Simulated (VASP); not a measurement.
# AlSi16 (a cell with a defect) in VASP: a series of runs

The runs below take AlSi16 (a cell with a defect) through single point, with PBE+D3(BJ).

Program: VASP 6.6.1. These are calculated values, not measurements. Logs are shortened: lines on timing, memory, paths and dates and some standing lists are left out, and cuts for length are marked.

**1. The cell of the first run**

The cell holds a defect, 17 atoms: a = 7.679 Å, b = 7.679 Å, c = 7.679 Å, α = 60.00°, β = 60.00°, γ = 60.00°.

**2. Single point, PBE+D3(BJ), collinear spin, zero start**

INCAR

```
PREC     = Accurate       # precision mode
ENCUT    = 520            # plane-wave cutoff, eV
EDIFF    = 1E-7           # SCF threshold, eV
ISMEAR   = -1             # smearing method
SIGMA    = 0.05           # smearing width, eV
LREAL    = Auto         
LASPH    = True           # aspherical terms in the spheres
NELM     = 150            # most SCF steps
ALGO     = Normal         # electronic algorithm
ISIF     = 2              # what is computed and relaxed
LWAVE    = False          # write WAVECAR
LCHARG   = False          # write CHGCAR
ISPIN    = 2              # spin polarisation
MAGMOM   = 0 0 0 0 0 0 0 0 0 0 0 0 0 0 0 0 0 # initial moments
LORBIT   = 11             # projections on sites
GGA      = PE             # functional
IVDW     = 12             # dispersion correction
NBANDS   = 52             # bands
```

KPOINTS

```
regular mesh
0
Gamma
  2 2 2
```

POSCAR

```
AlSi16
1.0
    0.0000000000      5.4300000000      5.4300000000
    5.4300000000      0.0000000000      5.4300000000
    5.4300000000      5.4300000000      0.0000000000
Si Al
16 1
Direct
   -0.0042173112     -0.0462615101      0.0278084715
    0.1713075506      0.0667771639      0.0935543278
    0.0754880295     -0.0769797422      0.4700920810
    0.1298342541      0.0936648250      0.6361141805
    0.0200368324      0.4434069982      0.0279926335
    0.1603775322      0.5904511971      0.1146869245
    0.0322651934      0.4598526703      0.5026887661
    0.1561325967      0.5694659300      0.6348618785
    0.5556998158     -0.0242817680     -0.0245948435
    0.5423572744      0.1465193370      0.1444198895
    0.5104051565     -0.0330755064      0.5121178637
    0.7049631676      0.0577071823      0.6072283610
    0.5255893186      0.4847053407     -0.0177992634
    0.6239042357      0.6288029466      0.1398526703
    0.5279097606      0.4640976059      0.5177808471
    0.6719981584      0.6062707182      0.6115193370
    0.7767034991      0.2233701657      0.2250828729
```

Potentials or basis: VASP PAW PBE potentials, release 64 (Si, Al).

Started as:

```bash
$ cat potpaw_PBE.64/Si/POTCAR potpaw_PBE.64/Al/POTCAR > POTCAR
$ mpirun -np 1 vasp_std > vasp.out
```

OUTCAR:

```text
PREC = Accurate
   ENCUT = 520
   EDIFF = 1E-7
   ISMEAR = -1
   LREAL = Auto
   LASPH = True
   NELM = 150
   ISIF = 2
   ISPIN = 2
   LORBIT = 11
   GGA = PE
   IVDW = 12
 IVDW          = 12

 ion  position               nearest neighbor table
   1  0.996  0.954  0.028-   2 2.26   6 2.30   4 2.46  17 2.55  10 2.86
   2  0.171  0.067  0.094-   1 2.26   3 2.37   5 2.40   9 2.43  17 2.48
   3  0.075  0.923  0.470-   8 2.24  12 2.33   2 2.37   4 2.50  17 2.97
   4  0.130  0.094  0.636-   7 2.30  11 2.39   1 2.46   3 2.50
   5  0.020  0.443  0.028-   6 2.36   2 2.40   8 2.47  14 2.51  17 2.53
   6  0.160  0.590  0.115-  13 2.29   1 2.30   5 2.36   7 2.43
   7  0.032  0.460  0.503-  16 2.27   8 2.29   4 2.30   6 2.43
   8  0.156  0.569  0.635-   3 2.24   7 2.29  15 2.34   5 2.47
   9  0.556  0.976  0.975-  10 2.20  14 2.21  12 2.32   2 2.43
  10  0.542  0.147  0.144-   9 2.20  13 2.21  11 2.38  17 2.55   1 2.86
  11  0.510  0.967  0.512-  16 2.28  10 2.38   4 2.39  12 2.43  17 2.85
  12  0.705  0.058  0.607-   9 2.32   3 2.33  17 2.43  11 2.43  15 2.57
  13  0.526  0.485  0.982-  10 2.21   6 2.29  16 2.33  14 2.52  17 2.68
  14  0.624  0.629  0.140-   9 2.21  15 2.38   5 2.51  13 2.52  17 2.56
  15  0.528  0.464  0.518-   8 2.34  14 2.38  16 2.39  12 2.57  17 2.91
  16  0.672  0.606  0.612-   7 2.27  11 2.28  13 2.33  15 2.39
  17  0.777  0.223  0.225-  12 2.43   2 2.48   5 2.53  10 2.55   1 2.55  14 2.56  13 2.68  11 2.85
                            15 2.91   3 2.97

  LATTYP: Found a face centered cubic cell.
 ALAT       =    10.8600000000

  Lattice vectors:

 A1 = (   0.0000000000,   5.4300000000,   5.4300000000)
 A2 = (   5.4300000000,   0.0000000000,   5.4300000000)
 A3 = (   5.4300000000,   5.4300000000,   0.0000000000)

Analysis of symmetry for initial positions (statically):
=====================================================================
 Subroutine PRICEL returns:
 Original cell was already a primitive cell.

 Routine SETGRP: Setting up the symmetry group for a
 face centered cubic supercell.

 Subroutine GETGRP returns: Found  1 space group operations
 (whereof  1 operations were pure point group operations)
 out of a pool of 48 trial point group operations.

The static configuration has the point symmetry C_1 .

Analysis of symmetry for dynamics (positions and initial velocities):
=====================================================================
 Subroutine PRICEL returns:
 Original cell was already a primitive cell.

 Routine SETGRP: Setting up the symmetry group for a
 face centered cubic supercell.

 Subroutine GETGRP returns: Found  1 space group operations
 (whereof  1 operations were pure point group operations)
 out of a pool of 48 trial point group operations.

The dynamic configuration has the point symmetry C_1 .

Analysis of structural, dynamic, and magnetic symmetry:
[... 173 lines left out ...]

 val. band max:        6.7437643861   @ k =   0.5000   0.0000   0.5000
 cond. band min:       6.7688227644   @ k =   0.0000   0.0000   0.0000
 fundamental gap:      0.0250583784
 Fermi energy:         6.7602040507

 spin component 1

 k-point     1 :       0.0000    0.0000    0.0000
  band No.  band energies     occupation
      1      -5.9649      1.00000
      2      -3.7473      1.00000
      3      -3.6229      1.00000
      4      -3.4187      1.00000
      5      -3.2671      1.00000
      6      -2.3247      1.00000
[... 373 lines left out ...]
     44      10.1115      0.00000
     45      10.3261      0.00000
 Fermi energy:         6.7602040507

 spin component 2

 k-point     1 :       0.0000    0.0000    0.0000
  band No.  band energies     occupation
      1      -5.9649      1.00000
      2      -3.7473      1.00000
      3      -3.6229      1.00000
      4      -3.4187      1.00000
      5      -3.2671      1.00000
      6      -2.3247      1.00000
[... 373 lines left out ...]
     44      10.1115      0.00000
     45      10.3261      0.00000
 [bands above 45 left out]

------------------------ aborting loop because EDIFF is reached ----------------------------------------

 Edisp (eV)   -5.60829

 E8    (eV) :    -2.3308

  FORCE on cell =-STRESS in cart. coord.  units (eV):
  Direction    XX          YY          ZZ          XY          YZ          ZX
  --------------------------------------------------------------------------------------
  -------------------------------------------------------------------------------------
  Total       3.46418     4.29643     5.45450    -2.75784    -1.41973     4.27717
  in kB      17.33333    21.49753    27.29204   -13.79910    -7.10373    21.40119
  external pressure =       22.04 kB  Pullay stress =        0.00 kB

 VOLUME and BASIS-vectors are now :
 -----------------------------------------------------------------------------
  energy-cutoff  :      520.00
  volume of cell :      320.21
      direct lattice vectors                 reciprocal lattice vectors
     0.000000000  5.430000000  5.430000000    -0.092081031  0.092081031  0.092081031
     5.430000000  0.000000000  5.430000000     0.092081031 -0.092081031  0.092081031
     5.430000000  5.430000000  0.000000000     0.092081031  0.092081031 -0.092081031

 POSITION                                       TOTAL-FORCE (eV/Angst)
 -----------------------------------------------------------------------------------
      5.32980      5.55810     10.58590        -0.420803     -1.897646     -0.187565
      0.87060      1.43820      1.29280         0.039802      1.426629      1.453216
      7.56460      2.96250      5.42190         1.343654     -0.116606      1.310147
      3.96270      4.15910      1.21360        -0.720728      0.541043     -0.883993
      2.55970      0.26080      2.51650        -0.208658     -0.820958      0.923900
      3.82890      1.49360      4.07700         0.554327      0.405696     -1.156198
[... 9 lines left out ...]
      6.61260      6.96950      6.94100        -0.283332     -0.583861     -1.193934
      2.43510      5.43970      5.43040         0.120243     -0.555632     -0.539214
 -----------------------------------------------------------------------------------
    total drift:                                0.003905     -0.005752     -0.000784

  FREE ENERGIE OF THE ION-ELECTRON SYSTEM (eV)
  ---------------------------------------------------
  free  energy   TOTEN  =       -90.4665778074 eV

  energy  without entropy=      -90.3979473930  energy(sigma->0) =      -90.43226260

 total charge

# of ion       s       p       d       tot
------------------------------------------
    1        0.768   0.915   0.000   1.683
    2        0.767   0.924   0.000   1.692
    3        0.754   0.930   0.000   1.684
    4        0.752   0.894   0.000   1.645
    5        0.746   0.905   0.000   1.651
    6        0.752   0.932   0.000   1.685
[... 9 lines left out ...]
   16        0.748   0.969   0.000   1.717
   17        0.479   0.342   0.000   0.821
--------------------------------------------------
tot         12.581  15.229   0.000  27.809

 magnetization (x)

# of ion       s       p       d       tot
------------------------------------------
    1        0.000   0.000   0.000   0.000
    2       -0.000  -0.000   0.000  -0.000
    3       -0.000   0.000   0.000   0.000
    4        0.000  -0.000   0.000  -0.000
    5       -0.000  -0.000   0.000  -0.000
    6        0.000   0.000   0.000   0.000
[... 9 lines left out ...]
   16        0.000  -0.000   0.000   0.000
   17        0.000   0.000   0.000   0.000
--------------------------------------------------
tot          0.000   0.000   0.000   0.000
```

OSZICAR:

```text
N       E                     dE             d eps       ncg     rms          rms(c)
DAV:   1     0.151148122050E+03    0.15115E+03   -0.25168E+04  1664   0.106E+03
DAV:   2    -0.726712104156E+02   -0.22382E+03   -0.20978E+03  1992   0.160E+02
DAV:   3    -0.862831763417E+02   -0.13612E+02   -0.13243E+02  2160   0.344E+01
DAV:   4    -0.865681147781E+02   -0.28494E+00   -0.28356E+00  2096   0.605E+00
DAV:   5    -0.865750953531E+02   -0.69806E-02   -0.69750E-02  2104   0.910E-01    0.142E+01
DAV:   6    -0.853117014388E+02    0.12634E+01   -0.91994E-01  1972   0.291E+00    0.859E+00
DAV:   7    -0.848531399319E+02    0.45856E+00   -0.13733E+00  1984   0.327E+00    0.101E+00
DAV:   8    -0.848566084683E+02   -0.34685E-02   -0.10383E-01  1996   0.109E+00    0.568E-01
DAV:   9    -0.848573923629E+02   -0.78389E-03   -0.92668E-03  2060   0.305E-01    0.249E-01
DAV:  10    -0.848580083750E+02   -0.61601E-03   -0.12152E-03  1980   0.113E-01    0.107E-01
DAV:  11    -0.848582530059E+02   -0.24463E-03   -0.24017E-04  1988   0.541E-02    0.439E-02
DAV:  12    -0.848582842700E+02   -0.31264E-04   -0.26222E-05  2004   0.180E-02    0.225E-02
DAV:  13    -0.848582904679E+02   -0.61979E-05   -0.56825E-06  2020   0.793E-03    0.790E-03
DAV:  14    -0.848582920394E+02   -0.15715E-05   -0.20248E-06  1900   0.486E-03    0.220E-03
DAV:  15    -0.848582922387E+02   -0.19929E-06   -0.11730E-07  1520   0.128E-03    0.925E-04
DAV:  16    -0.848582922885E+02   -0.49809E-07   -0.40710E-08  1156   0.771E-04
   1 F= -.90466578E+02 E0= -.90432263E+02  d E =-.686304E-01  mag=     0.0000
```

It took 4.3 min on 1 thread of Intel Xeon 6975P-C (Granite Rapids), shared host; peak memory 0.71 GiB.

Results:

| Property | Result |
| --- | --- |
| Free energy | -90.4666 eV |
| Pressure | 2.2 GPa |
| Largest force | 2.037 eV/Å |
| Net moment | 0.00 μB per cell |
| Valence electrons inside the program's atomic spheres | Si 1.68, 1.69, 1.65, 1.72, 1.71, 1.74, 1.66, 1.70, 1.64; Al 0.82 |
| Dispersion energy per atom | -0.330 eV |

Forces on the atoms (eV/Å):
```
Si  -0.421 -1.898 -0.188
Si   0.040  1.427  1.453
Si   1.344 -0.117  1.310
Si  -0.721  0.541 -0.884
Si  -0.209 -0.821  0.924
Si   0.554  0.406 -1.156
Si  -1.011 -0.208  0.858
Si   0.125  1.231 -0.821
Si  -0.043 -1.393 -0.165
Si  -0.561  1.734 -0.400
Si   0.887 -0.314  0.576
Si   1.114 -0.991 -0.186
Si   1.242  0.010  1.524
Si  -1.447  0.952 -1.017
Si  -0.732  0.579 -0.096
Si  -0.283 -0.584 -1.194
Al   0.120 -0.556 -0.539
```

Levels at points of the mesh, in eV from the Fermi level:
Spin up:
```csv
k point,band 29,band 30,band 31,band 32,band 33,band 34,band 35,band 36,band 37,band 38
"(0.00, 0.00, 0.00)",-1.38,-1.18,-0.78,-0.52,-0.50,-0.38,-0.18,-0.05,0.01,0.50
"(0.50, 0.00, 0.00)",-1.53,-1.35,-1.27,-0.90,-0.34,0.20,0.41,0.55,0.62,0.91
"(0.00, 0.50, 0.00)",-1.46,-1.40,-1.04,-0.98,-0.08,0.10,0.47,0.76,1.07,1.22
"(0.00, 0.00, 0.50)",-1.77,-1.44,-1.08,-0.89,-0.43,-0.13,0.22,0.50,0.77,1.11
"(0.50, 0.50, 0.50)",-1.62,-1.27,-1.20,-1.06,-0.13,0.03,0.36,0.53,0.86,0.97
"(0.50, 0.50, 0.00)",-1.84,-1.80,-1.63,-1.55,-0.08,0.08,1.01,1.06,1.47,1.65
"(0.00, 0.50, 0.50)",-1.98,-1.75,-1.65,-1.55,-0.23,0.28,0.97,1.26,1.49,1.54
"(0.50, 0.00, 0.50)",-1.94,-1.90,-1.77,-1.37,-0.02,0.12,1.02,1.28,1.48,1.72
```
Spin down:
```
           k point  band 29  band 30  band 31  band 32  band 33  band 34  band 35  band 36  band 37  band 38
(0.00, 0.00, 0.00)    -1.38    -1.18    -0.78    -0.52    -0.50    -0.38    -0.18    -0.05     0.01     0.50
(0.50, 0.00, 0.00)    -1.53    -1.35    -1.27    -0.90    -0.34     0.20     0.41     0.55     0.62     0.91
(0.00, 0.50, 0.00)    -1.46    -1.40    -1.04    -0.98    -0.08     0.10     0.47     0.76     1.07     1.22
(0.00, 0.00, 0.50)    -1.77    -1.44    -1.08    -0.89    -0.43    -0.13     0.22     0.50     0.77     1.11
(0.50, 0.50, 0.50)    -1.62    -1.27    -1.20    -1.06    -0.13     0.03     0.36     0.53     0.86     0.97
(0.50, 0.50, 0.00)    -1.84    -1.80    -1.63    -1.55    -0.08     0.08     1.01     1.06     1.47     1.65
(0.00, 0.50, 0.50)    -1.98    -1.75    -1.65    -1.55    -0.23     0.28     0.97     1.26     1.49     1.54
(0.50, 0.00, 0.50)    -1.94    -1.90    -1.77    -1.37    -0.02     0.12     1.02     1.28     1.48     1.72
```

Caveat: the k points lie up to 0.50 Å⁻¹ apart.

**3. Single point, PBE+D3(BJ), collinear spin, zero start**

INCAR

```
ALGO = Normal
EDIFF = 1E-7
ENCUT = 520
GGA = PE
ISIF = 2
ISMEAR = -1
ISPIN = 2
IVDW = 12
LASPH = True
LCHARG = False
LORBIT = 11
LREAL = Auto
LWAVE = False
MAGMOM = 0 0 0 0 0 0 0 0 0 0 0 0 0 0 0 0 0
NBANDS = 52
NELM = 150
PREC = Accurate
SIGMA = 0.05
```

KPOINTS

```
k-points
0
Gamma
  2 2 2
```

POSCAR

```
AlSi16
1.0
    0.0000000000      5.4300000000      5.4300000000
    5.4300000000      0.0000000000      5.4300000000
    5.4300000000      5.4300000000      0.0000000000
Si Al
16 1
Direct
   -0.0319429098     -0.0672836096      0.0168232044
    0.1244843462      0.0359576427      0.1575046041
    0.0011049724      0.0119152855      0.5087845304
    0.1176427256      0.0899447514      0.6736648250
    0.0591528545      0.4499447514     -0.0306445672
    0.0822283610      0.5688397790      0.1892265193
    0.0121546961      0.4764825046      0.5544567219
    0.1658195212      0.6293370166      0.6196685083
    0.4981399632      0.0242909761     -0.0559300184
    0.6195119705      0.0856813996      0.1289042357
    0.4892633517     -0.0330018416      0.5398158379
    0.6409023941      0.1563167587      0.5752854512
    0.5065377532      0.4610313076     -0.0109760589
    0.6944198895      0.6570534070      0.0152117864
    0.5592449355      0.5239963168      0.4264272560
    0.6584162063      0.5884346225      0.6209576427
    0.7518784530      0.2659116022      0.1832044199
```

Potentials or basis: VASP PAW PBE potentials, release 64 (Si, Al).

Started as:

```bash
$ cat potpaw_PBE.64/Si/POTCAR potpaw_PBE.64/Al/POTCAR > POTCAR
$ mpirun -np 1 vasp_std > vasp.out
```

Run time: 4.8 min. Hardware: 1 thread of Intel Xeon 6975P-C (Granite Rapids), shared host; peak memory 0.7 GiB.

The run converged. Its results:

```
Free energy                                           : -89.7398 eV
Pressure                                              : 1.6 GPa
Largest force                                         : 2.917 eV/Å
Net moment                                            : 0.00 μB per cell
Valence electrons inside the program's atomic spheres : Si 1.73, 1.64, 1.70, 1.72, 1.66, 1.69, 1.67, 1.63, 1.71, 1.65; Al 0.84
Dispersion energy per atom                            : -0.330 eV
```

Forces on the atoms (eV/Å):
```
Si   0.205  1.940  0.288
Si  -0.608 -0.507  1.720
Si  -0.780  0.368 -0.741
Si  -0.068 -0.696  1.665
Si   0.444  1.565 -1.276
Si  -1.560  0.533  0.901
Si  -0.776  0.524  0.084
Si  -0.841 -0.688  1.157
Si   0.752 -0.008 -0.842
Si   0.682 -1.199 -2.570
Si  -0.948 -0.034  0.915
Si  -0.099  0.067 -1.038
Si   1.327 -1.100 -0.166
Si   0.441 -0.043 -1.092
Si   0.331 -1.160 -0.009
Si   1.023 -0.551 -0.019
Al   0.475  0.987  1.024
```

Stress tensor (GPa, compression positive):
```
 2.04  0.02 -0.47
 0.02  2.77  0.70
-0.47  0.70 -0.15
```

Levels at points of the mesh, in eV from the Fermi level:
Spin up:
```tsv
k point	band 29	band 30	band 31	band 32	band 33	band 34	band 35	band 36	band 37	band 38
(0.00, 0.00, 0.00)	-1.46	-1.32	-0.93	-0.67	-0.52	-0.40	-0.19	-0.02	0.05	0.32
(0.50, 0.00, 0.00)	-1.77	-1.56	-1.36	-0.92	-0.73	0.01	0.23	0.54	0.76	0.81
(0.00, 0.50, 0.00)	-1.72	-1.48	-1.29	-1.17	-0.56	0.17	0.30	0.61	0.78	0.94
(0.00, 0.00, 0.50)	-1.53	-1.37	-1.10	-0.92	-0.29	-0.03	0.21	0.64	0.78	0.95
(0.50, 0.50, 0.50)	-1.57	-1.49	-1.20	-1.02	-0.31	0.13	0.34	0.64	0.71	0.83
(0.50, 0.50, 0.00)	-2.08	-1.77	-1.73	-1.50	-0.15	0.03	0.79	1.09	1.38	1.43
(0.00, 0.50, 0.50)	-2.11	-1.89	-1.71	-1.29	-0.04	0.31	0.78	1.07	1.23	1.37
(0.50, 0.00, 0.50)	-1.99	-1.71	-1.59	-1.34	-0.19	0.32	0.88	1.05	1.21	1.38
```
Spin down:
| k point | band 31 | band 32 | band 33 | band 34 | band 35 | band 36 |
| --- | --- | --- | --- | --- | --- | --- |
| (0.00, 0.00, 0.00) | -0.93 | -0.67 | -0.52 | -0.40 | -0.19 | -0.02 |
| (0.50, 0.00, 0.00) | -1.36 | -0.92 | -0.73 | 0.01 | 0.23 | 0.54 |
| (0.00, 0.50, 0.00) | -1.29 | -1.17 | -0.56 | 0.17 | 0.30 | 0.61 |
| (0.00, 0.00, 0.50) | -1.10 | -0.92 | -0.29 | -0.03 | 0.21 | 0.64 |
| (0.50, 0.50, 0.50) | -1.20 | -1.02 | -0.31 | 0.13 | 0.34 | 0.64 |
| (0.50, 0.50, 0.00) | -1.73 | -1.50 | -0.15 | 0.03 | 0.79 | 1.09 |
| (0.00, 0.50, 0.50) | -1.71 | -1.29 | -0.04 | 0.31 | 0.78 | 1.07 |
| (0.50, 0.00, 0.50) | -1.59 | -1.34 | -0.19 | 0.32 | 0.88 | 1.05 |

Caveat: the k points lie up to 0.50 Å⁻¹ apart.

(Part 1 of 2 ends here.)
